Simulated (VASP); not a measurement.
# Pb (Fm-3m) in VASP: a series of runs

Pb is run at these levels: LDA; tasks: electric field gradients.

All numbers are computed with VASP 6.6.1; they aren't measurements. Logs are shortened: lines on timing, memory, paths and dates and some standing lists are left out, and cuts for length are marked.

## 1. The cell of the first run

Symmetry: Fm-3m, No. 225, cubic system. Conventional cell: a = 4.889 Å, b = 4.889 Å, c = 4.889 Å, α = 90.00°, β = 90.00°, γ = 90.00°. Pb (site symmetry m-3m) has 12 Pb at 3.46 Å within 4.5 Å.

## 2. Electric field gradients, LDA (volume scaled by 0.9405)

INCAR reads:

```
SYSTEM = Pb
ALGO = Normal
EDIFF = 1E-8
ENCUT = 520
GGA = CA
ISIF = 2
ISMEAR = -1
LASPH = .True.
LCHARG = .False.
LEFG = .True.
LREAL = .False.
LWAVE = .False.
NBANDS = 13
NELM = 60
PREC = Accurate
SIGMA = 0.05
```

KPOINTS reads:

```
k-points
0
Gamma
  13 13 13
  0 0 0
```

POSCAR reads:

```
Pb
1.0
    0.0000000000      2.4442603173      2.4442603173
    2.4442603173      0.0000000000      2.4442603173
    2.4442603173      2.4442603173      0.0000000000
Pb
1
Direct
    0.0000000000      0.0000000000      0.0000000000
```

Potentials or basis: VASP PAW LDA potentials, release 64 (Pb_d).

Command:

```sh
cat potpaw_LDA.64/Pb_d/POTCAR > POTCAR
mpirun -np 1 vasp_std > vasp.out
```

OUTCAR:

```text
SYSTEM = Pb
   EDIFF = 1E-8
   ENCUT = 520
   GGA = CA
   ISIF = 2
   ISMEAR = -1
   LASPH = .True.
   LREAL = .False.
   NELM = 60
   PREC = Accurate

 ion  position               nearest neighbor table
   1  0.000  0.000  0.000-

  LATTYP: Found a face centered cubic cell.
 ALAT       =     4.8885206346

  Lattice vectors:

 A1 = (   0.0000000000,   2.4442603173,   2.4442603173)
 A2 = (   2.4442603173,   0.0000000000,   2.4442603173)
 A3 = (   2.4442603173,   2.4442603173,   0.0000000000)

Analysis of symmetry for initial positions (statically):
=====================================================================
 Subroutine PRICEL returns:
 Original cell was already a primitive cell.

 Routine SETGRP: Setting up the symmetry group for a
 face centered cubic supercell.

 Subroutine GETGRP returns: Found 48 space group operations
 (whereof 48 operations were pure point group operations)
 out of a pool of 48 trial point group operations.

The static configuration has the point symmetry O_h .

Analysis of symmetry for dynamics (positions and initial velocities):
=====================================================================
 Subroutine PRICEL returns:
 Original cell was already a primitive cell.

 Routine SETGRP: Setting up the symmetry group for a
 face centered cubic supercell.

 Subroutine GETGRP returns: Found 48 space group operations
 (whereof 48 operations were pure point group operations)
 out of a pool of 48 trial point group operations.

The dynamic configuration has the point symmetry O_h .

 Subroutine INISYM returns: Found 48 space group operations
 (whereof 48 operations are pure point group operations),
 and found     1 'primitive' translations

----------------------------------------------------------------------------------------

                                     Primitive cell

  volume of cell :      29.2060

  direct lattice vectors                    reciprocal lattice vectors
     0.000000000  2.444260317  2.444260317    -0.204560863  0.204560863  0.204560863
[... 126 lines left out ...]
  ext. energy  EPLUGINS =         0.00000000
  ---------------------------------------------------
  free energy    TOTEN  =        -4.25388243 eV

  energy without entropy =       -4.24908175  energy(sigma->0) =       -4.25148209

 E-fermi :   7.5282     XC(G=0): -10.6355

 val. band max:        7.5229823703   @ k =  -0.2308   0.1538   0.0000
 cond. band min:       7.5900968885   @ k =  -0.3846   0.4615   0.0769
 fundamental gap:      0.0671145183
 Fermi energy:         7.5282061944

 k-point     1 :       0.0000    0.0000    0.0000
  band No.  band energies     occupation
      1      -9.6003      2.00000
      2      -9.6003      2.00000
      3      -9.6003      2.00000
      4      -9.4408      2.00000
      5      -9.4408      2.00000
      6      -4.5879      2.00000
      7      15.0860      0.00000
      8      15.0860      0.00000
      9      15.0860      0.00000
     10      17.2857      0.00000
     11      19.3880      0.00000
     12      20.2343      0.00000
     13      20.2343      0.00000
[... 354 lines left out ...]
  band No.  band energies     occupation
      1      -9.6411      2.00000
      2      -9.5631      2.00000
      3      -9.5185      2.00000
      4      -9.3779      2.00000
      5      -9.2865      2.00000
      6      -1.0620      2.00000
      7       4.4784      2.00000
      8      10.7958      0.00000
      9      11.8902      0.00000
     10      15.2812      0.00000
     11      20.0237      0.00000
     12      20.8611      0.00000
     13      21.4598      0.00000

 [... further k-points ...]

------------------------ aborting loop because EDIFF is reached ----------------------------------------

  FORCE on cell =-STRESS in cart. coord.  units (eV):
  Direction    XX          YY          ZZ          XY          YZ          ZX
  --------------------------------------------------------------------------------------
  -------------------------------------------------------------------------------------
  Total       -0.0422771     -0.0422771     -0.0422771     -0.0000000     -0.0000000      0.0000000
  in kB       -2.3192264     -2.3192264     -2.3192264     -0.0000000     -0.0000000      0.0000000
  external PRESSURE =      -2.3192264 kB  Pullay stress =       0.0000000 kB

 VOLUME and BASIS-vectors are now :
 -----------------------------------------------------------------------------
  energy-cutoff  :      520.00
  volume of cell :       29.21
      direct lattice vectors                 reciprocal lattice vectors
     0.000000000  2.444260317  2.444260317    -0.204560863  0.204560863  0.204560863
     2.444260317  0.000000000  2.444260317     0.204560863 -0.204560863  0.204560863
     2.444260317  2.444260317  0.000000000     0.204560863  0.204560863 -0.204560863

 POSITION                                       TOTAL-FORCE (eV/Angst)
 -----------------------------------------------------------------------------------
      0.00000      0.00000      0.00000        -0.000000     -0.000000     -0.000000
 -----------------------------------------------------------------------------------
    total drift:                               -0.000000     -0.000000     -0.000000

  FREE ENERGIE OF THE ION-ELECTRON SYSTEM (eV)
  ---------------------------------------------------
  free  energy   TOTEN  =        -4.2538824260 eV

  energy  without entropy=       -4.2490817474  energy(sigma->0) =       -4.25148209

 Electric field gradients (V/A^2)
---------------------------------------------------------------------
 ion       V_xx      V_yy      V_zz      V_xy      V_xz      V_yz
---------------------------------------------------------------------
   1       0.000     0.000    -0.000     0.001     0.001     0.001
---------------------------------------------------------------------

 Electric field gradients after diagonalization (V/A^2)
 (convention: |V_zz| > |V_xx| > |V_yy|)
----------------------------------------------------------------------
 ion       V_xx      V_yy      V_zz     asymmetry (V_yy - V_xx)/ V_zz
----------------------------------------------------------------------
   1      -0.001    -0.001     0.002       0.000
----------------------------------------------------------------------

           NMR quadrupolar parameters

 Cq : quadrupolar parameter    Cq=e*Q*V_zz/h
 eta: asymmetry parameters     (V_yy - V_xx)/ V_zz
 Q  : nuclear electric quadrupole moment in mb (millibarn)
----------------------------------------------------------------------
 ion       Cq(MHz)       eta       Q (mb)
----------------------------------------------------------------------
   1       0.000       0.000       1.000
----------------------------------------------------------------------
```

OSZICAR:

```text
N       E                     dE             d eps       ncg     rms          rms(c)
DAV:   1     0.107990536850E+03    0.10799E+03   -0.71353E+03  2232   0.127E+03
DAV:   2     0.873775703664E+00   -0.10712E+03   -0.10371E+03  2274   0.316E+02
DAV:   3    -0.415179002015E+01   -0.50256E+01   -0.50104E+01  2672   0.734E+01
DAV:   4    -0.426512026454E+01   -0.11333E+00   -0.11330E+00  2693   0.117E+01
DAV:   5    -0.427029661905E+01   -0.51764E-02   -0.51761E-02  2969   0.237E+00    0.585E-01
DAV:   6    -0.425762493653E+01    0.12672E-01   -0.15631E-02  2815   0.222E+00    0.278E-01
DAV:   7    -0.425415786138E+01    0.34671E-02   -0.63318E-03  2799   0.131E+00    0.832E-02
DAV:   8    -0.425388444011E+01    0.27342E-03   -0.39009E-04  3281   0.343E-01    0.986E-03
DAV:   9    -0.425388226430E+01    0.21758E-05   -0.10010E-05  2930   0.579E-02    0.392E-03
DAV:  10    -0.425388242809E+01   -0.16379E-06   -0.37268E-07  2669   0.567E-03    0.151E-04
DAV:  11    -0.425388242604E+01    0.20548E-08   -0.83823E-09  2035   0.102E-03
   1 F= -.42538824E+01 E0= -.42514821E+01  d E =-.480068E-02
```

stdout:

```text
POSCAR found type information on POSCAR Pb
 POSCAR found :  1 types and       1 ions
 scaLAPACK will be used
 LDA part: xc-table for (Slater(with rela. corr.)+CA(PZ))
 , standard interpolation
 POSCAR, INCAR and KPOINTS ok, starting setup
 FFT: planning ... GRIDC
 FFT: planning ... GRID_SOFT
 FFT: planning ... GRID
 WAVECAR not read
 entering main loop
ion   1
```

Run time: 23 s. Hardware: 1 thread of Intel Xeon 6975P-C, shared host; peak memory 0.16 GiB.

What came out:

```
Free energy            : -4.2539 eV
Pressure               : -0.2 GPa
Band gap on the k mesh : zero (band 7 reaches 15.09 eV, above the bottom of band 8 at 5.70 eV)
```

Caveat: without QUAD_EFG the Cq values of the log hold for a quadrupole moment of 1 mb, not for the nuclei; spin-orbit coupling is left out, which moves the levels of the heavy elements.

## 3. Electric field gradients, LDA (volume scaled by 0.9405)

INCAR reads:

```
ALGO     = Normal         # electronic algorithm
EDIFF    = 1E-8           # SCF threshold, eV
ENCUT    = 520            # plane-wave cutoff, eV
GGA      = CA             # functional
ISIF     = 2              # what is computed and relaxed
ISMEAR   = -1             # smearing method
LASPH    = True           # aspherical terms in the spheres
LCHARG   = False          # write CHGCAR
LEFG     = True         
LREAL    = False          # projectors in reciprocal space
LWAVE    = False          # write WAVECAR
NBANDS   = 13             # bands
NELM     = 100            # most SCF steps
PREC     = Accurate       # precision mode
SIGMA    = 0.05           # smearing width, eV
```

KPOINTS reads:

```
k-points
0
Gamma
  13 13 13
```

POSCAR is that of step 2.

Potentials or basis: VASP PAW LDA potentials, release 64 (Pb_d).

Command:

```sh
cat potpaw_LDA.64/Pb_d/POTCAR > POTCAR
mpirun -np 1 vasp_std > vasp.out
```

OUTCAR:

```text
EDIFF = 1E-8
   ENCUT = 520
   GGA = CA
   ISIF = 2
   ISMEAR = -1
   LASPH = True
   LREAL = False
   NELM = 100
   PREC = Accurate

 ion  position               nearest neighbor table
   1  0.000  0.000  0.000-

  LATTYP: Found a face centered cubic cell.
 ALAT       =     4.8885206346

  Lattice vectors:

 A1 = (   0.0000000000,   2.4442603173,   2.4442603173)
 A2 = (   2.4442603173,   0.0000000000,   2.4442603173)
[... 590 lines left out ...]
    total drift:                               -0.000000     -0.000000     -0.000000

  FREE ENERGIE OF THE ION-ELECTRON SYSTEM (eV)
  ---------------------------------------------------
  free  energy   TOTEN  =        -4.2538824260 eV

  energy  without entropy=       -4.2490817474  energy(sigma->0) =       -4.25148209

 Electric field gradients (V/A^2)
---------------------------------------------------------------------
 ion       V_xx      V_yy      V_zz      V_xy      V_xz      V_yz
---------------------------------------------------------------------
   1       0.000     0.000    -0.000     0.001     0.001     0.001
---------------------------------------------------------------------

 Electric field gradients after diagonalization (V/A^2)
 (convention: |V_zz| > |V_xx| > |V_yy|)
----------------------------------------------------------------------
 ion       V_xx      V_yy      V_zz     asymmetry (V_yy - V_xx)/ V_zz
----------------------------------------------------------------------
   1      -0.001    -0.001     0.002       0.000
----------------------------------------------------------------------

           NMR quadrupolar parameters

 Cq : quadrupolar parameter    Cq=e*Q*V_zz/h
 eta: asymmetry parameters     (V_yy - V_xx)/ V_zz
 Q  : nuclear electric quadrupole moment in mb (millibarn)
----------------------------------------------------------------------
 ion       Cq(MHz)       eta       Q (mb)
----------------------------------------------------------------------
   1       0.000       0.000       1.000
----------------------------------------------------------------------
```

OSZICAR:

```text
N       E                     dE             d eps       ncg     rms          rms(c)
DAV:   1     0.107990536850E+03    0.10799E+03   -0.71353E+03  2232   0.127E+03
DAV:   2     0.873775703664E+00   -0.10712E+03   -0.10371E+03  2274   0.316E+02
DAV:   3    -0.415179002015E+01   -0.50256E+01   -0.50104E+01  2672   0.734E+01
DAV:   4    -0.426512026454E+01   -0.11333E+00   -0.11330E+00  2693   0.117E+01
DAV:   5    -0.427029661905E+01   -0.51764E-02   -0.51761E-02  2969   0.237E+00    0.585E-01
DAV:   6    -0.425762493653E+01    0.12672E-01   -0.15631E-02  2815   0.222E+00    0.278E-01
DAV:   7    -0.425415786138E+01    0.34671E-02   -0.63318E-03  2799   0.131E+00    0.832E-02
DAV:   8    -0.425388444011E+01    0.27342E-03   -0.39009E-04  3281   0.343E-01    0.986E-03
DAV:   9    -0.425388226430E+01    0.21758E-05   -0.10010E-05  2930   0.579E-02    0.392E-03
DAV:  10    -0.425388242809E+01   -0.16379E-06   -0.37268E-07  2669   0.567E-03    0.151E-04
DAV:  11    -0.425388242604E+01    0.20548E-08   -0.83823E-09  2035   0.102E-03
   1 F= -.42538824E+01 E0= -.42514821E+01  d E =-.480068E-02
```

stdout:

```text
POSCAR found type information on POSCAR Pb
 POSCAR found :  1 types and       1 ions
 scaLAPACK will be used
 LDA part: xc-table for (Slater(with rela. corr.)+CA(PZ))
 , standard interpolation
 POSCAR, INCAR and KPOINTS ok, starting setup
 FFT: planning ... GRIDC
 FFT: planning ... GRID_SOFT
 FFT: planning ... GRID
 WAVECAR not read
 entering main loop
ion   1
```

Run time: 21 s. Hardware: 1 thread of Intel Xeon 6975P-C, shared host; peak memory 0.16 GiB.

What came out:

```yaml
Free_energy: -4.2539 eV
Pressure: -0.2 GPa
Band_gap_on_the_k_mesh: zero (band 7 reaches 15.09 eV, above the bottom of band 8 at 5.70 eV)
```

Caveat: without QUAD_EFG the Cq values of the log hold for a quadrupole moment of 1 mb, not for the nuclei; spin-orbit coupling is left out, which moves the levels of the heavy elements.

(Part 1 of 2 ends here.)
